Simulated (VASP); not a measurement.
# AlC2N2 (Cmmm) in VASP: single point with PBE

Aim: the single point of AlC2N2 with PBE.

Everything below comes from runs of VASP 6.6.1. Logs are shortened: lines on timing, memory, paths and dates and some standing lists are left out, and cuts for length are marked.

## (1) The cell of the first run

It takes space group Cmmm (No. 65, orthorhombic). Conventional cell: a = 7.064 Å, b = 7.465 Å, c = 7.157 Å, α = 90.00°, β = 90.00°, γ = 90.00°. Within 2.6 Å of Al (site symmetry mmm) lie 4 C at 1.98 Å. Al (site symmetry mmm) has 4 N at 1.87 Å within 2.5 Å. C (site symmetry m) has 1 N at 1.18 Å within 1.6 Å. Within 1.6 Å of N (site symmetry m) lie 1 C at 1.18 Å.

## (2) Single point, PBE

Contents of INCAR:

```
PREC = Accurate ; ENCUT = 910
EDIFF = 1E-6 ; ISMEAR = 0
SIGMA = 0.1 ; LREAL = False
LASPH = True ; NELM = 120
ALGO = Normal ; ISIF = 2
LWAVE = False ; LCHARG = True
GGA = PE ; LELF = True
LVHAR = True ; NBANDS = 32
GGA_COMPAT = False
```

Contents of KPOINTS:

```
Automatic mesh
0
Gamma
  4 4 4
```

Contents of POSCAR:

```
AlC2N2
1.0
    3.7324017348     -3.5320780567      0.0000000000
    3.7324017348      3.5320780567      0.0000000000
    0.0000000000      0.0000000000      7.1568009163
Al C N
2 4 4
Direct
    0.0000000000      0.0000000000      0.0000000000
    0.5000000000      0.5000000000      0.5000000000
    0.1971650101      0.8028349899      0.8035640741
    0.8028349899      0.1971650101      0.1964359259
    0.1971650101      0.8028349899      0.1964359259
    0.8028349899      0.1971650101      0.8035640741
    0.3128921457      0.6871078543      0.6846086695
    0.6871078543      0.3128921457      0.3153913305
    0.3128921457      0.6871078543      0.3153913305
    0.6871078543      0.3128921457      0.6846086695
```

Potentials or basis: VASP PAW PBE potentials, release 64 (Al, C_h, N_h).

Started as:

```
> cat potpaw_PBE.64/Al/POTCAR potpaw_PBE.64/C_h/POTCAR potpaw_PBE.64/N_h/POTCAR > POTCAR
> mpirun -np 1 vasp_std > vasp.out
```

OUTCAR:

```text
PREC = Accurate
   ENCUT = 910
   EDIFF = 1E-6
   ISMEAR = 0
   LREAL = False
   LASPH = True
   NELM = 120
   ISIF = 2
   GGA = PE

 ion  position               nearest neighbor table
   1  0.000  0.000  0.000-   3 1.98   4 1.98   5 1.98   6 1.98
   2  0.500  0.500  0.500-   7 1.87   8 1.87   9 1.87  10 1.87
   3  0.197  0.803  0.804-   7 1.18   1 1.98
   4  0.803  0.197  0.196-   8 1.18   1 1.98
   5  0.197  0.803  0.196-   9 1.18   1 1.98
   6  0.803  0.197  0.804-  10 1.18   1 1.98
   7  0.313  0.687  0.685-   3 1.18   2 1.87
   8  0.687  0.313  0.315-   4 1.18   2 1.87
   9  0.313  0.687  0.315-   5 1.18   2 1.87
  10  0.687  0.313  0.685-   6 1.18   2 1.87

  LATTYP: Found a base centered orthorhombic cell.
 ALAT       =     7.0641561134
 B/A-ratio  =     1.0567155297
 C/A-ratio  =     1.0131147729

  Lattice vectors:

 A1 = (  -3.7324017348,  -3.5320780567,   0.0000000000)
 A2 = (   3.7324017348,  -3.5320780567,   0.0000000000)
 A3 = (   0.0000000000,   0.0000000000,   7.1568009163)

Analysis of symmetry for initial positions (statically):
=====================================================================
 Subroutine PRICEL returns:
 Original cell was already a primitive cell.

 Routine SETGRP: Setting up the symmetry group for a
 base centered orthorhombic supercell.

 Subroutine GETGRP returns: Found  8 space group operations
 (whereof  8 operations were pure point group operations)
 out of a pool of  8 trial point group operations.

The static configuration has the point symmetry D_2h.

Analysis of symmetry for dynamics (positions and initial velocities):
=====================================================================
 Subroutine PRICEL returns:
 Original cell was already a primitive cell.

 Routine SETGRP: Setting up the symmetry group for a
 base centered orthorhombic supercell.

 Subroutine GETGRP returns: Found  8 space group operations
 (whereof  8 operations were pure point group operations)
 out of a pool of  8 trial point group operations.

The dynamic configuration has the point symmetry D_2h.

 Subroutine INISYM returns: Found  8 space group operations
 (whereof  8 operations are pure point group operations),
 and found     1 'primitive' translations

[... 112 lines left out ...]
   ISIF   =      2    stress and relaxation
   ISYM   =      2    0-nonsym 1-usesym 2-fastsym
   POTIM  = 0.5000    time-step for ionic-motion
   TEBEG  =    0.0;   TEEND  =   0.0 temperature during run
   PSTRESS=    0.0 pullay stress
   NELECT =      42.0000    total number of electrons
   NUPDOWN=      -1.0000    fix difference up-down
   EMIN   =  10.00;   EMAX   =-10.00  energy-range for DOS
   EFERMI =   0.00;   METHOD = LEGACY
   ISMEAR =     0;   SIGMA  =   0.10  broadening in eV -4-tet -1-fermi 0-gaus
   EFERMI_NEDOS =   21; number of points for ismear=-14 and -15
   IALGO  =     38    algorithm
   IMIX   =      4    mixing-type and parameters
     AMIX     =   0.40;   BMIX     =  1.00
     AMIX_MAG =   1.60;   BMIX_MAG =  1.00
  volume/ion in A,a.u.               =      18.87       127.34
  Fermi-wavevector in a.u.,A,eV,Ry     =   0.992130  1.874854 13.392522  0.984323
  Thomas-Fermi vector in A             =   2.123921
   LORBIT       =      0    0 simple, 1 ext, 2 COOP (PROOUT), +10 PAW based schemes
   GGA     = PE    functional components
   LHFCALC =     F    Hartree Fock is set to
   AEXX    =    0.0000 exact exchange contribution
   IVDW    =     0    specifies the selected vdW correction
   LEPSILON=     F    determine dielectric tensor
   LRPA    =     F    only Hartree local field effects (RPA)
 non-spin polarized calculation
 Gauss-broadening in eV      SIGMA  =   0.10
  energy-cutoff  :      910.00
  volume of cell :      188.70
 maximum number of plane-waves:     11829
 NGX is ok and might be reduce to    54
   NGX = 25   NGY = 25   NGZ = 35

 number of electron      42.0000001 magnetization

 Free energy of the ion-electron system (eV)
  ---------------------------------------------------
  ext. energy  EPLUGINS =         0.00000000
  ---------------------------------------------------
  free energy    TOTEN  =       -75.14755930 eV

  energy without entropy =      -75.14011870  energy(sigma->0) =      -75.14383900

 E-fermi :   2.0489     XC(G=0):  -7.3620

 val. band max:        2.0404019874   @ k =   0.5000  -0.0000   0.5000
 cond. band min:       2.1402286208   @ k =   0.2500   0.2500   0.0000
 fundamental gap:      0.0998266334
 Fermi energy:         2.0489362824

 k-point     1 :       0.0000    0.0000    0.0000
  band No.  band energies     occupation
      1     -17.7783      2.00000
      2     -17.5069      2.00000
      3     -17.4460      2.00000
      4     -17.2577      2.00000
      5      -9.8287      2.00000
      6      -7.8570      2.00000
[... 724 lines left out ...]
     31       5.9640      0.00000
     32       7.1965      0.00000

------------------------ aborting loop because EDIFF is reached ----------------------------------------

  FORCE on cell =-STRESS in cart. coord.  units (eV):
  Direction    XX          YY          ZZ          XY          YZ          ZX
  --------------------------------------------------------------------------------------
  -------------------------------------------------------------------------------------
  Total        0.2609250     -0.2789809     -0.2734404     -0.0000000      0.0000000      0.0000000
  in kB        2.2154331     -2.3687402     -2.3216978     -0.0000000      0.0000000      0.0000000
  external PRESSURE =      -0.8250016 kB  Pullay stress =       0.0000000 kB

 VOLUME and BASIS-vectors are now :
 -----------------------------------------------------------------------------
  energy-cutoff  :      910.00
  volume of cell :      188.70
      direct lattice vectors                 reciprocal lattice vectors
     3.732401735 -3.532078057  0.000000000     0.133962000 -0.141559725  0.000000000
     3.732401735  3.532078057  0.000000000     0.133962000  0.141559725  0.000000000
     0.000000000  0.000000000  7.156800916     0.000000000  0.000000000  0.139727235

 POSITION                                       TOTAL-FORCE (eV/Angst)
 -----------------------------------------------------------------------------------
      0.00000      0.00000      0.00000         0.000000     -0.000000      0.000000
      3.73240      0.00000      3.57840         0.000000     -0.000000      0.000000
      3.73240      2.13927      5.75095         0.000000      0.019269      0.013896
      3.73240     -2.13927      1.40585         0.000000     -0.019269     -0.013896
      3.73240      2.13927      1.40585         0.000000      0.019269     -0.013896
      3.73240     -2.13927      5.75095         0.000000     -0.019269      0.013896
      3.73240      1.32176      4.89961         0.000000     -0.015763     -0.009608
      3.73240     -1.32176      2.25719         0.000000      0.015763      0.009608
      3.73240      1.32176      2.25719         0.000000     -0.015763      0.009608
      3.73240     -1.32176      4.89961         0.000000      0.015763     -0.009608
 -----------------------------------------------------------------------------------
    total drift:                               -0.000000     -0.000000      0.000000

  FREE ENERGIE OF THE ION-ELECTRON SYSTEM (eV)
  ---------------------------------------------------
  free  energy   TOTEN  =       -75.1475593015 eV

  energy  without entropy=      -75.1401186978  energy(sigma->0) =      -75.14383900
```

OSZICAR:

```text
N       E                     dE             d eps       ncg     rms          rms(c)
DAV:   1     0.317859936543E+03    0.31786E+03   -0.24305E+04  1344   0.171E+03
DAV:   2    -0.231294680817E+02   -0.34099E+03   -0.32494E+03  1928   0.283E+02
DAV:   3    -0.816262272481E+02   -0.58497E+02   -0.57583E+02  1656   0.120E+02
DAV:   4    -0.838879702279E+02   -0.22617E+01   -0.22405E+01  1720   0.257E+01
DAV:   5    -0.839362424211E+02   -0.48272E-01   -0.48222E-01  1672   0.369E+00    0.159E+01
DAV:   6    -0.762106865733E+02    0.77256E+01   -0.17958E+01  1448   0.209E+01    0.698E+00
DAV:   7    -0.752887973355E+02    0.92189E+00   -0.23380E+00  1776   0.911E+00    0.331E+00
DAV:   8    -0.751522934029E+02    0.13650E+00   -0.64056E-01  1720   0.382E+00    0.135E+00
DAV:   9    -0.751442256754E+02    0.80677E-02   -0.67787E-02  1584   0.143E+00    0.424E-01
DAV:  10    -0.751454878191E+02   -0.12621E-02   -0.65109E-03  1552   0.586E-01    0.150E-01
DAV:  11    -0.751471941260E+02   -0.17063E-02   -0.25265E-03  1528   0.286E-01    0.740E-02
DAV:  12    -0.751475172051E+02   -0.32308E-03   -0.58082E-04  1560   0.114E-01    0.171E-02
DAV:  13    -0.751475463889E+02   -0.29184E-04   -0.59637E-05  1728   0.365E-02    0.692E-03
DAV:  14    -0.751475586398E+02   -0.12251E-04   -0.16393E-05  1464   0.222E-02    0.313E-03
DAV:  15    -0.751475593015E+02   -0.66172E-06   -0.89508E-07  1392   0.517E-03
   1 F= -.75147559E+02 E0= -.75143839E+02  d E =-.744060E-02
```

Run time: 3.9 min. Hardware: 1 thread of Intel Xeon Platinum 8488C (Sapphire Rapids), shared host; peak memory 0.59 GiB.

Results:

| Property | Result |
| --- | --- |
| Free energy | -75.1476 eV |
| Pressure | -0.1 GPa |
| Largest force | 0.024 eV/Å |
| Band gap on the k mesh | zero (bands 21 and 22 overlap by 0.06 eV) |

Forces in eV/Å, atoms in the order of the input:
```
Al   0.000  0.000  0.000
Al   0.000  0.000  0.000
C    0.000  0.019  0.014
C    0.000 -0.019 -0.014
C    0.000  0.019 -0.014
C    0.000 -0.019  0.014
N    0.000 -0.016 -0.010
N    0.000  0.016  0.010
N    0.000 -0.016  0.010
N    0.000  0.016 -0.010
```

Caveat: the cutoff is under 1.25 times the usual one of these potentials, so pressure, stress and relaxed cells hold a basis-set (Pulay) error.
